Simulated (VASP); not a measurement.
# KTe2Cl (P6/mmm) in VASP: relaxation of cell and atoms with PBE

Aim: the relaxation of cell and atoms of KTe2Cl with PBE.

All numbers are computed with VASP 6.6.1; they aren't measurements. Logs are shortened: lines on timing, memory, paths and dates and some standing lists are left out, and cuts for length are marked.

### 1 The cell of the first run

It takes space group P6/mmm (No. 191, hexagonal). Conventional cell: a = 5.775 Å, b = 5.775 Å, c = 5.752 Å, α = 90.00°, β = 90.00°, γ = 120.00°. Within 3.8 Å of K (site symmetry 6/mmm) lie 2 Cl at 2.88 Å and 6 Te at 3.33 Å. Within 4.5 Å of Te (site symmetry -6m2) lie 3 Te at 3.33 Å and 3 K at 3.33 Å and 6 Cl at 4.40 Å. Cl (site symmetry 6/mmm) has 2 K at 2.88 Å within 3.8 Å.

The cell was generated, and may not be a known phase.

### 2 Relaxation of cell and atoms, PBE

Contents of INCAR:

```
ALGO = Normal ; EDIFF = 1E-7
EDIFFG = -0.01 ; ENCUT = 600
GGA = PE ; IBRION = 2
ISIF = 3 ; ISMEAR = 0
LASPH = True ; LCHARG = False
LREAL = False ; LWAVE = False
NELM = 80 ; NSW = 100
PREC = Accurate ; SIGMA = 0.1
```

Contents of KPOINTS:

```
k-points
0
Gamma
  12 12 8
```

Contents of POSCAR:

```
KTe2Cl
1.0
    5.7754370576      0.0000000000      0.0000000000
   -2.8877185288      5.0016752098      0.0000000000
    0.0000000000      0.0000000000      5.7516828810
K Te Cl
1 2 1
Direct
    0.0000000000      0.0000000000      0.5000000000
    0.3333333333      0.6666666667      0.5000000000
    0.6666666667      0.3333333333      0.5000000000
    0.0000000000      0.0000000000      0.0000000000
```

Potentials or basis: VASP PAW PBE potentials, release 64 (K_sv, Te, Cl).

Started as:

```sh
cat potpaw_PBE.64/K_sv/POTCAR potpaw_PBE.64/Te/POTCAR potpaw_PBE.64/Cl/POTCAR > POTCAR
mpirun -np 1 vasp_std > vasp.out
```

OUTCAR:

```text
EDIFF = 1E-7
   EDIFFG = -0.01
   ENCUT = 600
   GGA = PE
   IBRION = 2
   ISIF = 3
   ISMEAR = 0
   LASPH = True
   LREAL = False
   NELM = 80
   NSW = 100
   PREC = Accurate

 ion  position               nearest neighbor table
   1  0.000  0.000  0.500-   4 2.88   4 2.88   2 3.33   3 3.33   2 3.33   3 3.33   3 3.33   2 3.33

   2  0.333  0.667  0.500-   3 3.33   1 3.33   3 3.33   1 3.33   1 3.33   3 3.33
   3  0.667  0.333  0.500-   2 3.33   1 3.33   2 3.33   1 3.33   1 3.33   2 3.33
   4  0.000  0.000  0.000-   1 2.88   1 2.88

  LATTYP: Found a hexagonal cell.
 ALAT       =     5.7754370576
 C/A-ratio  =     0.9958870339

  Lattice vectors:

 A1 = (   5.7754370576,   0.0000000000,   0.0000000000)
 A2 = (  -2.8877185288,   5.0016752098,   0.0000000000)
 A3 = (   0.0000000000,   0.0000000000,   5.7516828810)

Analysis of symmetry for initial positions (statically):
=====================================================================
 Subroutine PRICEL returns:
 Original cell was already a primitive cell.

 Routine SETGRP: Setting up the symmetry group for a
 hexagonal supercell.

 Subroutine GETGRP returns: Found 24 space group operations
 (whereof 24 operations were pure point group operations)
 out of a pool of 24 trial point group operations.

The static configuration has the point symmetry D_6h.

Analysis of symmetry for dynamics (positions and initial velocities):
=====================================================================
 Subroutine PRICEL returns:
 Original cell was already a primitive cell.

 Routine SETGRP: Setting up the symmetry group for a
 hexagonal supercell.

 Subroutine GETGRP returns: Found 24 space group operations
 (whereof 24 operations were pure point group operations)
 out of a pool of 24 trial point group operations.

The dynamic configuration has the point symmetry D_6h.

 Subroutine INISYM returns: Found 24 space group operations
 (whereof 24 operations are pure point group operations),
 and found     1 'primitive' translations

----------------------------------------------------------------------------------------

                                     Primitive cell

  volume of cell :     166.1481

  direct lattice vectors                    reciprocal lattice vectors
     5.775437058  0.000000000  0.000000000     0.173147069  0.099966507  0.000000000
    -2.887718529  5.001675210  0.000000000     0.000000000  0.199933014  0.000000000
     0.000000000  0.000000000  5.751682881     0.000000000  0.000000000  0.173862158

  length of vectors
     5.775437058  5.775437058  5.751682881     0.199933014  0.199933014  0.173862158

  position of ions in fractional coordinates (direct lattice)
     0.000000000  0.000000000  0.500000000
     0.333333333  0.666666667  0.500000000
     0.666666667  0.333333333  0.500000000
     0.000000000  0.000000000  0.000000000

  ion indices of the primitive-cell ions
   primitive index   ion index
                 1           1
                 2           2
                 3           3
                 4           4

----------------------------------------------------------------------------------------

 KPOINTS: k-points

Automatic generation of k-mesh.
 Grid dimensions read from file:
 generate k-points for:   12   12    8

 Generating k-lattice:

  Cartesian coordinates                     Fractional coordinates (reciprocal lattice)
     0.014428922  0.008330542  0.000000000     0.083333333  0.000000000  0.000000000
     0.000000000  0.016661085  0.000000000     0.000000000  0.083333333  0.000000000
     0.000000000  0.000000000  0.021732770     0.000000000  0.000000000  0.125000000

  Length of vectors
     0.016661085  0.016661085  0.021732770

  Shift w.r.t. Gamma in fractional coordinates (k-lattice)
     0.000000000  0.000000000  0.000000000

 Subroutine IBZKPT returns following result:
 ===========================================

 Found     95 irreducible k-points:

 Following reciprocal coordinates:
            Coordinates               Weight
  0.000000  0.000000  0.000000      1.000000
  0.083333 -0.000000  0.000000      6.000000
  0.166667 -0.000000  0.000000      6.000000
  0.250000 -0.000000  0.000000      6.000000
  0.333333  0.000000  0.000000      6.000000
  0.416667 -0.000000  0.000000      6.000000
[... 16 lines left out ...]
  0.250000 -0.000000  0.125000     12.000000
  0.333333  0.000000  0.125000     12.000000
 [... further k-points ...]
   k-points           NKPTS =     95   k-points in BZ     NKDIM =     95   number of bands    NBANDS=     18
   number of dos      NEDOS =    301   number of ions     NIONS =      4
   total plane-waves  NPLWV = 110592
   dimension x,y,z NGX =    48 NGY =   48 NGZ =   48
   dimension x,y,z NGXF=    96 NGYF=   96 NGZF=   96
   ions per type =               1   2   1
   NGX,Y,Z   is equivalent  to a cutoff of  13.82, 13.82, 13.87 a.u.
   NGXF,Y,Z  is equivalent  to a cutoff of  27.63, 27.63, 27.75 a.u.
 SYSTEM =  unknown system
   PREC   = accura    normal or accurate (medium, high low for compatibility)
   ISTART =      0    job   : 0-new  1-cont  2-samecut
   ICHARG =      2    charge: 1-file 2-atom 10-const
   ISPIN  =      1    spin polarized calculation?
   LNONCOLLINEAR =      F non collinear calculations
   LSORBIT =      F    spin-orbit coupling
   LASPH  =      T    aspherical Exc in radial PAW
   ENCUT  =  600.0 eV  44.10 Ry    6.64 a.u.  11.53 11.53 11.49*2*pi/ulx,y,z
   NELM   =     80;   NELMIN=  2; NELMDL= -5     # of ELM steps
   EDIFF  = 0.1E-06   stopping-criterion for ELM
   LREAL  =      F    real-space projection
   EDIFFG = -.1E-01   stopping-criterion for IOM
   NSW    =    100    number of steps for IOM
   IBRION =      2    ionic relax: 0-MD 1-quasi-New 2-CG
   NFREE  =      1    steps in history (QN), initial steepest desc. (CG)
   ISIF   =      3    stress and relaxation
   ISYM   =      2    0-nonsym 1-usesym 2-fastsym
   POTIM  = 0.5000    time-step for ionic-motion
   TEBEG  =    0.0;   TEEND  =   0.0 temperature during run
   PSTRESS=    0.0 pullay stress
   NELECT =      28.0000    total number of electrons
   NUPDOWN=      -1.0000    fix difference up-down
   EMIN   =  10.00;   EMAX   =-10.00  energy-range for DOS
   EFERMI =   0.00;   METHOD = LEGACY
   ISMEAR =     0;   SIGMA  =   0.10  broadening in eV -4-tet -1-fermi 0-gaus
   EFERMI_NEDOS =   21; number of points for ismear=-14 and -15
   IALGO  =     38    algorithm
   IMIX   =      4    mixing-type and parameters
     AMIX     =   0.40;   BMIX     =  1.00
     AMIX_MAG =   1.60;   BMIX_MAG =  1.00
  volume/ion in A,a.u.               =      41.54       280.31
  Fermi-wavevector in a.u.,A,eV,Ry     =   0.904265  1.708813 11.125420  0.817695
  Thomas-Fermi vector in A             =   2.027691
   LORBIT       =      0    0 simple, 1 ext, 2 COOP (PROOUT), +10 PAW based schemes
   GGA     = PE    functional components
   LHFCALC =     F    Hartree Fock is set to
   AEXX    =    0.0000 exact exchange contribution
   IVDW    =     0    specifies the selected vdW correction
   LEPSILON=     F    determine dielectric tensor
   LRPA    =     F    only Hartree local field effects (RPA)
 conjugate gradient relaxation of ions
 non-spin polarized calculation
 Gauss-broadening in eV      SIGMA  =   0.10
  energy-cutoff  :      600.00
  volume of cell :      166.15
 maximum number of plane-waves:      5580
 NGX is ok and might be reduce to    48
   NGX = 23   NGY = 23   NGZ = 23

--------------------------------------- Ionic step        1  -------------------------------------------

 number of electron      28.0000002 magnetization

 Free energy of the ion-electron system (eV)
  ---------------------------------------------------
  ext. energy  EPLUGINS =         0.00000000
  ---------------------------------------------------
  free energy    TOTEN  =        -9.68599282 eV

  energy without entropy =       -9.65555584  energy(sigma->0) =       -9.67077433

------------------------ aborting loop because EDIFF is reached ----------------------------------------

  FORCE on cell =-STRESS in cart. coord.  units (eV):
  Direction    XX          YY          ZZ          XY          YZ          ZX
  --------------------------------------------------------------------------------------
  -------------------------------------------------------------------------------------
  Total       -0.1221799     -0.1221799      0.1271770      0.0000000     -0.0000000      0.0000000
  in kB       -1.1781896     -1.1781896      1.2263769      0.0000000     -0.0000000      0.0000000
  external PRESSURE =      -0.3766675 kB  Pullay stress =       0.0000000 kB
[... 61 lines left out ...]
  energy  without entropy=       -9.6561146455  energy(sigma->0) =       -9.67123825

--------------------------------------- Ionic step        3  -------------------------------------------

 number of electron      28.0000002 magnetization

 Free energy of the ion-electron system (eV)
  ---------------------------------------------------
  ext. energy  EPLUGINS =         0.00000000
  ---------------------------------------------------
  free energy    TOTEN  =        -9.68641109 eV

  energy without entropy =       -9.65625660  energy(sigma->0) =       -9.67133385

 E-fermi :   0.3386     XC(G=0):  -7.2756

 val. band max:        0.3344788185   @ k =   0.2500   0.0833   0.1250
 cond. band min:       0.3419957628   @ k =   0.3333   0.0000   0.1250
 fundamental gap:      0.0075169443
 Fermi energy:         0.3385919003

 k-point     1 :       0.0000    0.0000    0.0000
  band No.  band energies     occupation
      1     -28.5554      2.00000
      2     -12.2595      2.00000
      3     -12.2595      2.00000
      4     -12.0955      2.00000
      5     -11.9705      2.00000
      6     -10.8852      2.00000
[... 10 lines left out ...]
     17       5.3452      0.00000
     18       6.9595      0.00000
[... 466 lines left out ...]
      2     -12.4092      2.00000
      3     -12.2938      2.00000
      4     -12.2697      2.00000
      5     -11.7391      2.00000
      6     -10.3472      2.00000
[... 10 lines left out ...]
     17       6.2743      0.00000
     18       6.3279      0.00000

 [... further k-points ...]

------------------------ aborting loop because EDIFF is reached ----------------------------------------

  FORCE on cell =-STRESS in cart. coord.  units (eV):
  Direction    XX          YY          ZZ          XY          YZ          ZX
  --------------------------------------------------------------------------------------
  -------------------------------------------------------------------------------------
  Total        0.0127323      0.0127323      0.0205177      0.0000000      0.0000000      0.0000000
  in kB        0.1230455      0.1230455      0.1982836      0.0000000      0.0000000      0.0000000
  external PRESSURE =       0.1481249 kB  Pullay stress =       0.0000000 kB
[... 19 lines left out ...]
  FREE ENERGIE OF THE ION-ELECTRON SYSTEM (eV)
  ---------------------------------------------------
  free  energy   TOTEN  =        -9.6864110939 eV

  energy  without entropy=       -9.6562566018  energy(sigma->0) =       -9.67133385

 reached required accuracy - stopping structural energy minimisation
```

It took 21 min on 1 thread of AMD EPYC 7R13, shared host; peak memory 0.59 GiB.

Results:

* Free energy: -9.6864 eV
* Relaxed volume: 41.45 Å³/atom
* Relaxed cell: a = 5.762 Å, b = 5.762 Å, c = 5.765 Å, α = 90.00°, β = 90.00°, γ = 120.00°
* Space group after relaxing (to 0.1 Å): P6/mmm (No. 191)
* Energy gained by relaxing: 0.1 meV/atom
* Ionic steps: 3
* Pressure after relaxing: 0.0 GPa
* Band gap on the k mesh: zero (bands 14 and 15 overlap by 0.95 eV)

The path:
```tsv
step	energy change (eV)	largest force (eV/Å)	pressure (GPa)	volume (Å³)
1	0.0000	0.0000	-0.04	166.15
2	-0.0004	0.0000	0.00	165.91
3	-0.0004	0.0000	0.01	165.79
```

Final structure:
```
K Te Cl
1.0
     5.76240    0.00000    0.00000
    -2.88120    4.99038    0.00000
     0.00000    0.00000    5.76520
K Te Cl
1 2 1
Direct
  0.00000 0.00000 0.50000
  0.33333 0.66667 0.50000
  0.66667 0.33333 0.50000
  0.00000 0.00000 0.00000
```

Caveat: spin-orbit coupling is left out, which moves the levels of the heavy elements.
